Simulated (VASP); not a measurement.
A run of VASP 6.6.1:

Contents of INCAR:

```
ALGO = Normal
EDIFF = 1E-6
ENCUT = 520
GGA = RP
ISIF = 2
ISMEAR = -1
IVDW = 13
LASPH = True
LCHARG = False
LREAL = False
LWAVE = False
NBANDS = 15
NELM = 80
PREC = Accurate
SIGMA = 0.05
```

KPOINTS

```
k-points
0
Gamma
  11 11 6
```

Contents of POSCAR:

```
Os
1.0
    2.6782863798      0.0000000000      0.0000000000
   -1.3391431899      2.3194640436      0.0000000000
    0.0000000000      0.0000000000      4.2315181138
Os
2
Direct
    0.6666666667      0.3333333333      0.7500000000
    0.3333333333      0.6666666667      0.2500000000
```

Potentials or basis: VASP PAW PBE potentials, release 64 (Os).

Launch:

```console
$ cat potpaw_PBE.64/Os/POTCAR > POTCAR
$ mpirun -np 1 vasp_std > vasp.out
```

Hardware: 1 thread of AMD EPYC 7R13 (shared host).

Task: How long does it take, and how much memory?

Result: Wall time 40 s on 1 thread of AMD EPYC 7R13, with other jobs on the host, peak memory 0.12 GiB. Counts: scf iterations 12, k points 64.
